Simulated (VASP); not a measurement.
# NaH (F-43m) in VASP: notebook

Runs on NaH. Level: PBE. Tasks: single point.

All numbers are computed with VASP 6.6.1; they aren't measurements. Logs are shortened: lines on timing, memory, paths and dates and some standing lists are left out, and cuts for length are marked.

### Step 1. The cell of the first run

The structure is cubic, space group F-43m (No. 216). Conventional cell: a = 5.113 Å, b = 5.113 Å, c = 5.113 Å, α = 90.00°, β = 90.00°, γ = 90.00°. Within 2.9 Å of Na (site symmetry -43m) lie 4 H at 2.21 Å. Within 2.9 Å of H (site symmetry -43m) lie 4 Na at 2.21 Å.

### Step 2. Single point, PBE (volume changed by -6%)

Contents of INCAR:

```
SYSTEM = NaH
PREC     = Accurate       ! precision mode
ENCUT    = 520            ! plane-wave cutoff, eV
EDIFF    = 1E-6           ! SCF threshold, eV
ISMEAR   = 0              ! smearing method
SIGMA    = 0.01           ! smearing width, eV
LREAL    = .False.        ! projectors in reciprocal space
LASPH    = .True.         ! aspherical terms in the spheres
NELM     = 100            ! most SCF steps
ALGO     = Normal         ! electronic algorithm
ISIF     = 2              ! what is computed and relaxed
LWAVE    = .False.        ! write WAVECAR
LCHARG   = .False.        ! write CHGCAR
GGA      = PE             ! functional
NBANDS   = 11             ! bands
```

Contents of KPOINTS:

```
regular mesh
0
Gamma
  8 8 8
  0 0 0
```

Contents of POSCAR:

```
NaH
1.0
    0.0000000000      2.5563814445      2.5563814445
    2.5563814445      0.0000000000      2.5563814445
    2.5563814445      2.5563814445      0.0000000000
Na H
1 1
Direct
    0.0000000000      0.0000000000      0.0000000000
    0.2500000000      0.2500000000      0.2500000000
```

Potentials or basis: VASP PAW PBE potentials, release 64 (Na_pv, H).

Run with:

```console
$ cat potpaw_PBE.64/Na_pv/POTCAR potpaw_PBE.64/H/POTCAR > POTCAR
$ mpirun -np 1 vasp_std > vasp.out
```

OUTCAR:

```text
SYSTEM = NaH
   PREC = Accurate
   ENCUT = 520
   EDIFF = 1E-6
   ISMEAR = 0
   LREAL = .False.
   LASPH = .True.
   NELM = 100
   ISIF = 2
   GGA = PE

 ion  position               nearest neighbor table
   1  0.000  0.000  0.000-
   2  0.250  0.250  0.250-

  LATTYP: Found a face centered cubic cell.
 ALAT       =     5.1127628890

  Lattice vectors:

 A1 = (   0.0000000000,   2.5563814445,   2.5563814445)
 A2 = (   2.5563814445,   0.0000000000,   2.5563814445)
 A3 = (   2.5563814445,   2.5563814445,   0.0000000000)

Analysis of symmetry for initial positions (statically):
=====================================================================
 Subroutine PRICEL returns:
 Original cell was already a primitive cell.

 Routine SETGRP: Setting up the symmetry group for a
 face centered cubic supercell.

 Subroutine GETGRP returns: Found 24 space group operations
 (whereof 24 operations were pure point group operations)
 out of a pool of 48 trial point group operations.

The static configuration has the point symmetry T_d .

Analysis of symmetry for dynamics (positions and initial velocities):
=====================================================================
 Subroutine PRICEL returns:
 Original cell was already a primitive cell.

 Routine SETGRP: Setting up the symmetry group for a
 face centered cubic supercell.

 Subroutine GETGRP returns: Found 24 space group operations
 (whereof 24 operations were pure point group operations)
 out of a pool of 48 trial point group operations.

The dynamic configuration has the point symmetry T_d .

 Subroutine INISYM returns: Found 24 space group operations
 (whereof 24 operations are pure point group operations),
 and found     1 'primitive' translations

----------------------------------------------------------------------------------------

                                     Primitive cell

  volume of cell :      33.4123

  direct lattice vectors                    reciprocal lattice vectors
     0.000000000  2.556381444  2.556381444    -0.195588965  0.195588965  0.195588965
     2.556381444  0.000000000  2.556381444     0.195588965 -0.195588965  0.195588965
     2.556381444  2.556381444  0.000000000     0.195588965  0.195588965 -0.195588965

  length of vectors
     3.615269309  3.615269309  3.615269309     0.338770024  0.338770024  0.338770024

  position of ions in fractional coordinates (direct lattice)
     0.000000000  0.000000000  0.000000000
     0.250000000  0.250000000  0.250000000

  ion indices of the primitive-cell ions
   primitive index   ion index
                 1           1
                 2           2

----------------------------------------------------------------------------------------

 KPOINTS: regular mesh

Automatic generation of k-mesh.
 Grid dimensions read from file:
 generate k-points for:    8    8    8

 Generating k-lattice:

  Cartesian coordinates                     Fractional coordinates (reciprocal lattice)
    -0.024448621  0.024448621  0.024448621     0.125000000  0.000000000  0.000000000
     0.024448621 -0.024448621  0.024448621     0.000000000  0.125000000  0.000000000
     0.024448621  0.024448621 -0.024448621     0.000000000  0.000000000  0.125000000

  Length of vectors
     0.042346253  0.042346253  0.042346253

  Shift w.r.t. Gamma in fractional coordinates (k-lattice)
     0.000000000  0.000000000  0.000000000

 Subroutine IBZKPT returns following result:
 ===========================================

 Found     29 irreducible k-points:

 Following reciprocal coordinates:
            Coordinates               Weight
  0.000000  0.000000  0.000000      1.000000
  0.125000  0.000000  0.000000      8.000000
  0.250000  0.000000  0.000000      8.000000
  0.375000  0.000000  0.000000      8.000000
  0.500000  0.000000  0.000000      4.000000
  0.125000  0.125000  0.000000      6.000000
[... 16 lines left out ...]
  0.500000  0.250000  0.125000     48.000000
 -0.375000  0.250000  0.125000     24.000000
 [... further k-points ...]
   k-points           NKPTS =     29   k-points in BZ     NKDIM =     29   number of bands    NBANDS=     11
   number of dos      NEDOS =    301   number of ions     NIONS =      2
   total plane-waves  NPLWV =  21952
   dimension x,y,z NGX =    28 NGY =   28 NGZ =   28
   dimension x,y,z NGXF=    56 NGYF=   56 NGZF=   56
   ions per type =               1   1
   NGX,Y,Z   is equivalent  to a cutoff of  12.88, 12.88, 12.88 a.u.
   NGXF,Y,Z  is equivalent  to a cutoff of  25.75, 25.75, 25.75 a.u.
 SYSTEM =  NaH
   PREC   = accura    normal or accurate (medium, high low for compatibility)
   ISTART =      0    job   : 0-new  1-cont  2-samecut
   ICHARG =      2    charge: 1-file 2-atom 10-const
   ISPIN  =      1    spin polarized calculation?
   LNONCOLLINEAR =      F non collinear calculations
   LSORBIT =      F    spin-orbit coupling
   LASPH  =      T    aspherical Exc in radial PAW
   ENCUT  =  520.0 eV  38.22 Ry    6.18 a.u.   6.72  6.72  6.72*2*pi/ulx,y,z
   NELM   =    100;   NELMIN=  2; NELMDL= -5     # of ELM steps
   EDIFF  = 0.1E-05   stopping-criterion for ELM
   LREAL  =      F    real-space projection
   EDIFFG = 0.1E-04   stopping-criterion for IOM
   NSW    =      0    number of steps for IOM
   IBRION =     -1    ionic relax: 0-MD 1-quasi-New 2-CG
   NFREE  =      0    steps in history (QN), initial steepest desc. (CG)
   ISIF   =      2    stress and relaxation
   ISYM   =      2    0-nonsym 1-usesym 2-fastsym
   POTIM  = 0.5000    time-step for ionic-motion
   TEBEG  =    0.0;   TEEND  =   0.0 temperature during run
   PSTRESS=    0.0 pullay stress
   NELECT =       8.0000    total number of electrons
   NUPDOWN=      -1.0000    fix difference up-down
   EMIN   =  10.00;   EMAX   =-10.00  energy-range for DOS
   EFERMI =   0.00;   METHOD = LEGACY
   ISMEAR =     0;   SIGMA  =   0.01  broadening in eV -4-tet -1-fermi 0-gaus
   EFERMI_NEDOS =   21; number of points for ismear=-14 and -15
   IALGO  =     38    algorithm
   IMIX   =      4    mixing-type and parameters
     AMIX     =   0.40;   BMIX     =  1.00
     AMIX_MAG =   1.60;   BMIX_MAG =  1.00
  volume/ion in A,a.u.               =      16.71       112.74
  Fermi-wavevector in a.u.,A,eV,Ry     =   1.016567  1.921032 14.060365  1.033408
  Thomas-Fermi vector in A             =   2.149918
   LORBIT       =      0    0 simple, 1 ext, 2 COOP (PROOUT), +10 PAW based schemes
   GGA     = PE    functional components
   LHFCALC =     F    Hartree Fock is set to
   AEXX    =    0.0000 exact exchange contribution
   IVDW    =     0    specifies the selected vdW correction
   LEPSILON=     F    determine dielectric tensor
   LRPA    =     F    only Hartree local field effects (RPA)
 non-spin polarized calculation
 Gauss-broadening in eV      SIGMA  =   0.01
  energy-cutoff  :      520.00
  volume of cell :       33.41
 maximum number of plane-waves:       934
   NGX = 13   NGY = 13   NGZ = 13

 number of electron       7.9999999 magnetization

 Free energy of the ion-electron system (eV)
  ---------------------------------------------------
  ext. energy  EPLUGINS =         0.00000000
  ---------------------------------------------------
  free energy    TOTEN  =        -4.98247194 eV

  energy without entropy =       -4.98247194  energy(sigma->0) =       -4.98247194

 E-fermi :  -1.6736     XC(G=0):  -7.0225

 val. band max:       -1.7548728006   @ k =  -0.2500   0.5000   0.2500
 cond. band min:       1.8921939978   @ k =   0.5000   0.0000   0.0000
 fundamental gap:      3.6470667984
 Fermi energy:        -1.6735819062

 k-point     1 :       0.0000    0.0000    0.0000
  band No.  band energies     occupation
      1     -23.6696      2.00000
      2     -23.6696      2.00000
      3     -23.6696      2.00000
      4      -4.7199      2.00000
      5       6.7186      0.00000
      6      11.8683      0.00000
      7      11.8683      0.00000
      8      11.8683      0.00000
      9      14.7144      0.00000
     10      14.7144      0.00000
     11      14.7144      0.00000

 k-point     2 :       0.1250    0.0000    0.0000
  band No.  band energies     occupation
      1     -23.6780      2.00000
      2     -23.6707      2.00000
      3     -23.6707      2.00000
      4      -4.4932      2.00000
      5       6.0021      0.00000
      6      11.1055      0.00000
      7      11.6207      0.00000
      8      11.6207      0.00000
      9      15.2590      0.00000
     10      15.2590      0.00000
     11      15.3559      0.00000

 k-point     3 :       0.2500    0.0000    0.0000
  band No.  band energies     occupation
      1     -23.6981      2.00000
      2     -23.6733      2.00000
      3     -23.6733      2.00000
      4      -3.8564      2.00000
      5       4.3716      0.00000
      6      10.0574      0.00000
      7      11.2745      0.00000
      8      11.2746      0.00000
      9      14.3502      0.00000
     10      14.3502      0.00000
     11      15.5051      0.00000

 k-point     4 :       0.3750    0.0000    0.0000
  band No.  band energies     occupation
      1     -23.7180      2.00000
      2     -23.6759      2.00000
      3     -23.6759      2.00000
      4      -2.9948      2.00000
      5       2.6944      0.00000
      6       9.4317      0.00000
      7      11.1241      0.00000
      8      11.1241      0.00000
      9      13.2563      0.00000
     10      13.2563      0.00000
     11      14.7042      0.00000

 k-point     5 :       0.5000    0.0000    0.0000
  band No.  band energies     occupation
      1     -23.7262      2.00000
      2     -23.6770      2.00000
      3     -23.6770      2.00000
      4      -2.4925      2.00000
      5       1.8922      0.00000
      6       9.2350      0.00000
      7      11.1150      0.00000
      8      11.1150      0.00000
      9      12.8387      0.00000
     10      12.8387      0.00000
     11      14.3629      0.00000
[... 211 lines left out ...]
 k-point    21 :       0.5000    0.5000    0.0000
  band No.  band energies     occupation
      1     -23.7241      2.00000
      2     -23.6891      2.00000
      3     -23.6891      2.00000
      4      -1.8398      2.00000
      5       3.3515      0.00000
      6       5.8273      0.00000
      7       8.2357      0.00000
      8       8.2357      0.00000
      9      10.9872      0.00000
     10      19.7819      0.00000
     11      22.2327      0.00000

 k-point    22 :       0.3750    0.2500    0.1250
  band No.  band energies     occupation
      1     -23.7033      2.00000
      2     -23.6832      2.00000
      3     -23.6767      2.00000
      4      -3.3344      2.00000
      5       4.0623      0.00000
      6       7.8567      0.00000
      7       9.6332      0.00000
      8      11.4635      0.00000
      9      13.9926      0.00000
     10      14.4421      0.00000
     11      16.4447      0.00000

 k-point    23 :       0.5000    0.2500    0.1250
  band No.  band energies     occupation
      1     -23.7139      2.00000
      2     -23.6895      2.00000
      3     -23.6798      2.00000
      4      -2.5747      2.00000
      5       3.0996      0.00000
      6       6.7145      0.00000
      7       8.6523      0.00000
      8      11.7771      0.00000
      9      13.3547      0.00000
     10      15.7227      0.00000
     11      16.6671      0.00000

 k-point    24 :      -0.3750    0.2500    0.1250
  band No.  band energies     occupation
      1     -23.7184      2.00000
      2     -23.6916      2.00000
      3     -23.6814      2.00000
      4      -2.1602      2.00000
      5       2.5685      0.00000
      6       6.3890      0.00000
      7       8.2635      0.00000
      8      11.9725      0.00000
      9      12.8599      0.00000
     10      16.5053      0.00000
     11      17.9207      0.00000

 [... further k-points ...]
[... 5 lines left out ...]
  --------------------------------------------------------------------------------------
  -------------------------------------------------------------------------------------
  Total        0.2433417      0.2433417      0.2433417      0.0000000      0.0000000     -0.0000000
  in kB       11.6686364     11.6686364     11.6686364      0.0000000      0.0000000     -0.0000000
  external PRESSURE =      11.6686364 kB  Pullay stress =       0.0000000 kB

 VOLUME and BASIS-vectors are now :
 -----------------------------------------------------------------------------
  energy-cutoff  :      520.00
  volume of cell :       33.41
      direct lattice vectors                 reciprocal lattice vectors
     0.000000000  2.556381444  2.556381444    -0.195588965  0.195588965  0.195588965
     2.556381444  0.000000000  2.556381444     0.195588965 -0.195588965  0.195588965
     2.556381444  2.556381444  0.000000000     0.195588965  0.195588965 -0.195588965

 POSITION                                       TOTAL-FORCE (eV/Angst)
 -----------------------------------------------------------------------------------
      0.00000      0.00000      0.00000        -0.000000     -0.000000      0.000000
      1.27819      1.27819      1.27819         0.000000      0.000000     -0.000000
 -----------------------------------------------------------------------------------
    total drift:                                0.000001      0.000001      0.000001

  FREE ENERGIE OF THE ION-ELECTRON SYSTEM (eV)
  ---------------------------------------------------
  free  energy   TOTEN  =        -4.9824719394 eV

  energy  without entropy=       -4.9824719394  energy(sigma->0) =       -4.98247194
```

It took 8.1 s on 1 thread of Intel Xeon Platinum 8259CL at 2.50GHz (Skylake/Cascade Lake), shared host; peak memory 0.15 GiB.

What came out:

- Free energy: -4.9825 eV
- Pressure: 1.2 GPa
- Band gap on the k mesh: 3.65 eV, indirect (least direct gap 4.38 eV)

Caveat: the cell differs from its parent crystal (volume changed by -6%). A k mesh can miss the band edges.

### Step 3. Single point, PBE (volume changed by -3%)

Contents of INCAR:

```
PREC = Accurate
ENCUT = 520
EDIFF = 1E-6
ISMEAR = 0
SIGMA = 0.01
LREAL = False
LASPH = True
NELM = 60
ALGO = Normal
ISIF = 2
LWAVE = False
LCHARG = False
GGA = PE
NBANDS = 11
```

Contents of KPOINTS:

```
regular mesh
0
Gamma
  8 8 8
```

Contents of POSCAR:

```
NaH
1.0
    0.0000000000      2.5832927005      2.5832927005
    2.5832927005      0.0000000000      2.5832927005
    2.5832927005      2.5832927005      0.0000000000
Na H
1 1
Direct
    0.0000000000      0.0000000000      0.0000000000
    0.2500000000      0.2500000000      0.2500000000
```

Potentials or basis: VASP PAW PBE potentials, release 64 (Na_pv, H).

Run with:

```console
$ cat potpaw_PBE.64/Na_pv/POTCAR potpaw_PBE.64/H/POTCAR > POTCAR
$ mpirun -np 1 vasp_std > vasp.out
```

It took 8.7 s on 1 thread of Intel Xeon Platinum 8259CL at 2.50GHz (Skylake/Cascade Lake), shared host; peak memory 0.15 GiB.

Results (log left out):

```yaml
Free_energy: -4.9885 eV
Pressure: 0.5 GPa
Band_gap_on_the_k_mesh: 3.62 eV, indirect (least direct gap 4.34 eV)
```

Levels at points of the mesh, in eV from the valence-band top:
| k point | band 1 | band 2 | band 3 | band 4 | band 5 | band 6 | band 7 | band 8 | band 9 |
| --- | --- | --- | --- | --- | --- | --- | --- | --- | --- |
| (0.00, 0.00, 0.00) | -21.97 | -21.97 | -21.97 | -2.88 | 8.30 | 13.43 | 13.43 | 13.43 | 16.16 |
| (0.50, 0.00, 0.00) | -22.02 | -21.97 | -21.97 | -0.72 | 3.62 | 10.78 | 12.69 | 12.69 | 14.33 |
| (0.50, 0.50, 0.00) | -22.01 | -21.98 | -21.98 | -0.08 | 5.06 | 7.50 | 9.83 | 9.83 | 12.47 |

Caveat: the cell differs from its parent crystal (volume changed by -3%). A k mesh can miss the band edges.

### Step 4. Single point, PBE

This run uses another cell than the first one, of 17.51 Å³/atom, 1.048 times its volume.

Contents of INCAR:

```
SYSTEM = NaH
PREC = Accurate
ENCUT = 520
EDIFF = 1E-6
ISMEAR = 0
SIGMA = 0.01
LREAL = .False.
LASPH = .True.
NELM = 100
ALGO = Normal
ISIF = 2
LWAVE = .False.
LCHARG = .False.
GGA = PE
NBANDS = 11
```

Contents of KPOINTS:

```
regular mesh
0
Gamma
  8 8 8
  0 0 0
```

Contents of POSCAR:

```
NaH
1.0
    0.0000000000      2.5969210608      2.5969210608
    2.5969210608      0.0000000000      2.5969210608
    2.5969210608      2.5969210608      0.0000000000
Na H
1 1
Direct
    0.0000000000      0.0000000000      0.0000000000
    0.2500000000      0.2500000000      0.2500000000
```

Run with:

```console
$ cat potpaw_PBE.64/Na_pv/POTCAR potpaw_PBE.64/H/POTCAR > POTCAR
$ mpirun -np 1 vasp_std > vasp.out
```

Wall time 9.5 s (1 thread of Intel Xeon Platinum 8259CL at 2.50GHz (Skylake/Cascade Lake), shared host); peak memory 0.15 GiB.

It converged, with:

```yaml
Free_energy: -4.9899 eV
Pressure: 0.2 GPa
Band_gap_on_the_k_mesh: 3.61 eV, indirect (least direct gap 4.32 eV)
```

Levels at points of the mesh, in eV from the valence-band top:
```csv
k point,band 1,band 2,band 3,band 4,band 5,band 6,band 7,band 8,band 9
"(0.00, 0.00, 0.00)",-21.99,-21.99,-21.99,-2.84,8.22,13.34,13.34,13.34,16.01
"(0.50, 0.00, 0.00)",-22.04,-22.00,-22.00,-0.71,3.61,10.67,12.60,12.60,14.20
"(0.50, 0.50, 0.00)",-22.04,-22.01,-22.01,-0.08,5.04,7.45,9.75,9.75,12.34
```

[end of part 1 of 2]
